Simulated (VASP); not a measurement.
# Si (Cmc2_1) in VASP: notebook

The runs below take Si through single point, with r2SCAN.

Everything below comes from runs of VASP 6.6.1. Logs are shortened: lines on timing, memory, paths and dates and some standing lists are left out, and cuts for length are marked.

### 1 The cell of the first run

The structure is orthorhombic, space group Cmc2_1 (No. 36). Conventional cell: a = 3.832 Å, b = 6.637 Å, c = 6.342 Å, α = 90.00°, β = 90.00°, γ = 90.00°. Si (site symmetry m) has 4 Si at 2.35 to 2.38 Å within 3.1 Å. Within 3.1 Å of Si (site symmetry m) lie 4 Si at 2.35 to 2.38 Å.

### 2 Single point, r2SCAN (atoms displaced along a vibrational mode)

Input file POSCAR:

```
Si
1.0
   -3.8319083593      0.0000000000      0.0000000000
    0.0000000000      0.0000000000     -6.3418199252
    0.0000000000     -6.6370599682      0.0000000000
Si
8
Direct
    0.5000000000      0.9369091215      0.1515997545
    1.0000000000      0.9369091215      0.6515997545
    0.0000000000      0.4369091215      0.3484002455
    0.5000000000      0.4369091215      0.8484002455
    0.5000000000      0.5630908785      0.1817335789
    1.0000000000      0.5630908785      0.6817335789
    0.0000000000      0.0630908785      0.3182664211
    0.5000000000      0.0630908785      0.8182664211
```

Input file INCAR.step1:

```
  PREC = Accurate
  ENCUT = 520
  ISMEAR = 0
  SIGMA = 0.05
  LREAL = False
  LASPH = True
  NELM = 100
  NBANDS = 26
  GGA = PE
  ALGO = Normal
  EDIFF = 1E-4
  LWAVE = True
  LCHARG = False
```

Input file INCAR.step2:

```
  PREC = Accurate
  ENCUT = 520
  EDIFF = 1E-6
  ISMEAR = 0
  SIGMA = 0.05
  LREAL = False
  LASPH = True
  NELM = 100
  ALGO = Normal
  ISIF = 2
  LWAVE = False
  LCHARG = False
  METAGGA = R2SCAN
  LMIXTAU = True
  NBANDS = 26
  ISTART = 1
```

Input file KPOINTS:

```
Automatic mesh
0
Gamma
  8 4 4
```

Potentials or basis: VASP PAW PBE potentials, release 64 (Si).

Command:

```bash
$ cat potpaw_PBE.64/Si/POTCAR > POTCAR
$ cp INCAR.step1 INCAR
$ mpirun -np 1 vasp_std > vasp.out
$ cp INCAR.step2 INCAR
$ mpirun -np 1 vasp_std > vasp.out
```

OUTCAR:

```text
PREC = Accurate
   ENCUT = 520
   EDIFF = 1E-6
   ISMEAR = 0
   LREAL = False
   LASPH = True
   NELM = 100
   ISIF = 2
   METAGGA = R2SCAN
   ISTART = 1

 ion  position               nearest neighbor table
   1  0.500  0.937  0.152-   7 2.35   7 2.35   8 2.35   5 2.38
   2  0.000  0.937  0.652-   8 2.35   8 2.35   7 2.35   6 2.38
   3  0.000  0.437  0.348-   5 2.35   5 2.35   6 2.35   7 2.38
   4  0.500  0.437  0.848-   6 2.35   6 2.35   5 2.35   8 2.38
   5  0.500  0.563  0.182-   3 2.35   3 2.35   4 2.35   1 2.38
   6  0.000  0.563  0.682-   4 2.35   4 2.35   3 2.35   2 2.38
   7  0.000  0.063  0.318-   1 2.35   1 2.35   2 2.35   3 2.38
   8  0.500  0.063  0.818-   2 2.35   2 2.35   1 2.35   4 2.38

  LATTYP: Found a simple orthorhombic cell.
 ALAT       =     3.8319083593
 B/A-ratio  =     1.6550030247
 C/A-ratio  =     1.7320508076

  Lattice vectors:

 A1 = (  -3.8319083593,   0.0000000000,   0.0000000000)
 A2 = (   0.0000000000,   0.0000000000,  -6.3418199252)
 A3 = (   0.0000000000,  -6.6370599682,   0.0000000000)

Analysis of symmetry for initial positions (statically):
=====================================================================
 Subroutine PRICEL returns following result:

  LATTYP: Found a hexagonal cell.
 ALAT       =     3.8319083593
 C/A-ratio  =     1.6550030248

  Lattice vectors:

 A1 = (  -1.9159541796,  -3.3185299841,   0.0000000000)
 A2 = (  -1.9159541796,   3.3185299841,   0.0000000000)
 A3 = (   0.0000000000,   0.0000000000,  -6.3418199252)

   2 primitive cells build up your supercell.

 Routine SETGRP: Setting up the symmetry group for a
 simple orthorhombic supercell.

 Subroutine GETGRP returns: Found  4 space group operations
 (whereof  2 operations were pure point group operations)
 out of a pool of  8 trial point group operations.

The static configuration has the point symmetry C_1h.
 The point group associated with its full space group is C_2v.

Analysis of symmetry for dynamics (positions and initial velocities):
=====================================================================
 Subroutine PRICEL returns following result:

  LATTYP: Found a hexagonal cell.
[... 122 lines left out ...]
   NELM   =    100;   NELMIN=  2; NELMDL=  0     # of ELM steps
   EDIFF  = 0.1E-05   stopping-criterion for ELM
   LREAL  =      F    real-space projection
   EDIFFG = 0.1E-04   stopping-criterion for IOM
   NSW    =      0    number of steps for IOM
   IBRION =     -1    ionic relax: 0-MD 1-quasi-New 2-CG
   NFREE  =      0    steps in history (QN), initial steepest desc. (CG)
   ISIF   =      2    stress and relaxation
   ISYM   =      2    0-nonsym 1-usesym 2-fastsym
   POTIM  = 0.5000    time-step for ionic-motion
   TEBEG  =    0.0;   TEEND  =   0.0 temperature during run
   PSTRESS=    0.0 pullay stress
   NELECT =      32.0000    total number of electrons
   NUPDOWN=      -1.0000    fix difference up-down
   EMIN   =  10.00;   EMAX   =-10.00  energy-range for DOS
   EFERMI =   0.00;   METHOD = LEGACY
   ISMEAR =     0;   SIGMA  =   0.05  broadening in eV -4-tet -1-fermi 0-gaus
   EFERMI_NEDOS =   21; number of points for ismear=-14 and -15
   IALGO  =     38    algorithm
   IMIX   =      4    mixing-type and parameters
     AMIX     =   0.40;   BMIX     =  1.00
     AMIX_MAG =   1.60;   BMIX_MAG =  1.00
  volume/ion in A,a.u.               =      20.16       136.05
  Fermi-wavevector in a.u.,A,eV,Ry     =   0.954824  1.804355 12.404275  0.911688
  Thomas-Fermi vector in A             =   2.083606
   LORBIT       =      0    0 simple, 1 ext, 2 COOP (PROOUT), +10 PAW based schemes
   METAGGA = R2SCAN    functional components
   LHFCALC =     F    Hartree Fock is set to
   AEXX    =    0.0000 exact exchange contribution
   IVDW    =     0    specifies the selected vdW correction
   LEPSILON=     F    determine dielectric tensor
   LRPA    =     F    only Hartree local field effects (RPA)
 non-spin polarized calculation
 Gauss-broadening in eV      SIGMA  =   0.05
  energy-cutoff  :      520.00
  volume of cell :      161.29
 maximum number of plane-waves:      4400
   NGX = 15   NGY = 23   NGZ = 25

 number of electron      32.0000001 magnetization

 Free energy of the ion-electron system (eV)
  ---------------------------------------------------
  ext. energy  EPLUGINS =         0.00000000
  ---------------------------------------------------
  free energy    TOTEN  =       -70.04414452 eV

  energy without entropy =      -70.04414452  energy(sigma->0) =      -70.04414452

 E-fermi :   6.1470     XC(G=0):  -9.8273

 val. band max:        5.9161028564   @ k =   0.0000   0.0000   0.0000
 cond. band min:       6.5661111843   @ k =   0.0000   0.0000   0.0000
 fundamental gap:      0.6500083279
 Fermi energy:         6.1470369121

 k-point     1 :       0.0000    0.0000    0.0000
  band No.  band energies     occupation
      1      -6.8182      2.00000
      2      -4.5085      2.00000
      3      -4.4350      2.00000
      4      -2.8818      2.00000
      5      -1.9984      2.00000
      6      -1.5624      2.00000
[... 685 lines left out ...]
     25      10.4367      0.00000
     26      10.8518      0.00000

 [... further k-points ...]

------------------------ aborting loop because EDIFF is reached ----------------------------------------

  FORCE on cell =-STRESS in cart. coord.  units (eV):
  Direction    XX          YY          ZZ          XY          YZ          ZX
  --------------------------------------------------------------------------------------
  -------------------------------------------------------------------------------------
  Total       -0.1339037     -0.3687026     -0.7788155      0.0000000      0.0000000      0.0000000
  in kB       -1.3301430     -3.6625374     -7.7364267      0.0000000      0.0000000      0.0000000
  external PRESSURE =      -4.2430357 kB  Pullay stress =       0.0000000 kB

 VOLUME and BASIS-vectors are now :
 -----------------------------------------------------------------------------
  energy-cutoff  :      520.00
  volume of cell :      161.29
      direct lattice vectors                 reciprocal lattice vectors
    -3.831908359  0.000000000  0.000000000    -0.260966575  0.000000000  0.000000000
     0.000000000  0.000000000 -6.341819925     0.000000000  0.000000000 -0.157683443
     0.000000000 -6.637059968  0.000000000     0.000000000 -0.150669122  0.000000000

 POSITION                                       TOTAL-FORCE (eV/Angst)
 -----------------------------------------------------------------------------------
     -1.91595     -1.00618     -5.94171        -0.000000     -0.135393      0.046139
      0.00000     -4.32471     -5.94171        -0.000000     -0.135393      0.046139
      0.00000     -2.31235     -2.77080        -0.000000      0.135393      0.046139
     -1.91595     -5.63088     -2.77080         0.000000      0.135393      0.046139
     -1.91595     -1.20618     -3.57102         0.000000      0.129118     -0.046139
      0.00000     -4.52471     -3.57102         0.000000      0.129118     -0.046139
      0.00000     -2.11235     -0.40011         0.000000     -0.129118     -0.046139
     -1.91595     -5.43088     -0.40011         0.000000     -0.129118     -0.046139
 -----------------------------------------------------------------------------------
    total drift:                                0.000000     -0.000000      0.000012

  FREE ENERGIE OF THE ION-ELECTRON SYSTEM (eV)
  ---------------------------------------------------
  free  energy   TOTEN  =       -70.0441445213 eV

  energy  without entropy=      -70.0441445213  energy(sigma->0) =      -70.04414452
```

OUTCAR.step1:

```text
PREC = Accurate
   ENCUT = 520
   ISMEAR = 0
   LREAL = False
   LASPH = True
[... 957 lines left out ...]
     -1.91595     -1.20618     -3.57102        -0.000000      0.106167     -0.046031
      0.00000     -4.52471     -3.57102        -0.000000      0.106167     -0.046031
      0.00000     -2.11235     -0.40011        -0.000000     -0.106167     -0.046031
     -1.91595     -5.43088     -0.40011         0.000000     -0.106167     -0.046031
 -----------------------------------------------------------------------------------
    total drift:                                0.000000      0.000000     -0.000026

  FREE ENERGIE OF THE ION-ELECTRON SYSTEM (eV)
  ---------------------------------------------------
  free  energy   TOTEN  =       -43.2585443164 eV

  energy  without entropy=      -43.2585443164  energy(sigma->0) =      -43.25854432
```

Wall time 3.9 min (1 thread of Intel Xeon 6975P-C (Granite Rapids), shared host); peak memory 0.34 GiB.

Results:

```
Free energy            : -70.0441 eV
Pressure               : -0.4 GPa
Largest force          : 0.143 eV/Å
Band gap on the k mesh : 0.65 eV
```

Forces on the atoms (eV/Å):
```
Si   0.000 -0.135  0.046
Si   0.000 -0.135  0.046
Si   0.000  0.135  0.046
Si   0.000  0.135  0.046
Si   0.000  0.129 -0.046
Si   0.000  0.129 -0.046
Si   0.000 -0.129 -0.046
Si   0.000 -0.129 -0.046
```

Stress tensor (GPa, compression positive):
```
-0.13  0.00  0.00
 0.00 -0.37  0.00
 0.00  0.00 -0.77
```

Caveat: the cell differs from its parent crystal (atoms displaced along a vibrational mode); the PAW data sets were made with another functional, which shifts forces and pressure a little.

### 3 Single point, r2SCAN (atoms displaced along a vibrational mode)

Input file POSCAR:

```
Si
1.0
   -3.8319083593      0.0000000000      0.0000000000
    0.0000000000      0.0000000000     -6.3418199252
    0.0000000000     -6.6370599682      0.0000000000
Si
8
Direct
    0.5000000000      0.9369091215      0.1855003070
    1.0000000000      0.9369091215      0.6855003070
    0.0000000000      0.4369091215      0.3144996930
    0.5000000000      0.4369091215      0.8144996930
    0.5000000000      0.5630908785      0.1478330264
    1.0000000000      0.5630908785      0.6478330264
    0.0000000000      0.0630908785      0.3521669736
    0.5000000000      0.0630908785      0.8521669736
```

Input file INCAR.step1:

```
SYSTEM = Si
PREC = Accurate
ENCUT = 520
ISMEAR = 0
SIGMA = 0.05
LREAL = .False.
LASPH = .True.
NELM = 80
NBANDS = 26
GGA = PE
ALGO = Normal
EDIFF = 1E-4
LWAVE = .True.
LCHARG = .False.
```

Input file INCAR.step2:

```
SYSTEM = Si
PREC = Accurate
ENCUT = 520
EDIFF = 1E-6
ISMEAR = 0
SIGMA = 0.05
LREAL = .False.
LASPH = .True.
NELM = 80
ALGO = Normal
ISIF = 2
LWAVE = .False.
LCHARG = .False.
METAGGA = R2SCAN
LMIXTAU = .True.
NBANDS = 26
ISTART = 1
```

Input file KPOINTS:

```
regular mesh
0
Gamma
  8 4 4
  0 0 0
```

Potentials or basis: VASP PAW PBE potentials, release 64 (Si).

Command:

```bash
$ cat potpaw_PBE.64/Si/POTCAR > POTCAR
$ cp INCAR.step1 INCAR
$ mpirun -np 1 vasp_std > vasp.out
$ cp INCAR.step2 INCAR
$ mpirun -np 1 vasp_std > vasp.out
```

Wall time 4.6 min (1 thread of Intel Xeon 6975P-C (Granite Rapids), shared host); peak memory 0.33 GiB.

It converged, with:

```
Free energy            : -70.0140 eV
Pressure               : -0.5 GPa
Largest force          : 0.189 eV/Å
Band gap on the k mesh : 0.66 eV
```

Forces on the atoms (eV/Å):
```
Si   0.000  0.164  0.074
Si   0.000  0.164  0.074
Si   0.000 -0.164  0.074
Si   0.000 -0.164  0.074
Si   0.000 -0.174 -0.074
Si   0.000 -0.174 -0.074
Si   0.000  0.174 -0.074
Si   0.000  0.174 -0.074
```

Stress tensor (GPa, compression positive):
```
-0.10  0.00  0.00
 0.00 -0.44  0.00
 0.00  0.00 -1.04
```

Levels at points of the mesh, in eV from the valence-band top:
```
           k point  band 14  band 15  band 16  band 17  band 18  band 19
(0.00, 0.00, 0.00)    -0.29    -0.10     0.00     0.66     1.53     2.26
(0.50, 0.00, 0.00)    -2.88    -2.65    -2.65     1.53     1.53     4.15
(0.00, 0.50, 0.00)    -0.94    -0.94    -0.94     1.16     1.16     1.92
(0.50, 0.50, 0.00)    -2.31    -2.31    -2.31     2.10     2.10     2.10
(0.00, 0.00, 0.50)    -1.37    -0.90    -0.90     1.30     1.30     3.16
(0.50, 0.00, 0.50)    -3.03    -1.56    -1.56     0.73     0.73     2.62
(0.00, 0.50, 0.50)    -1.90    -1.90    -1.90     1.80     1.80     1.80
(0.50, 0.50, 0.50)    -2.35    -2.35    -2.35     1.14     1.14     1.14
```

Caveat: the cell differs from its parent crystal (atoms displaced along a vibrational mode); the PAW data sets were made with another functional, which shifts forces and pressure a little. A k mesh can miss the band edges.
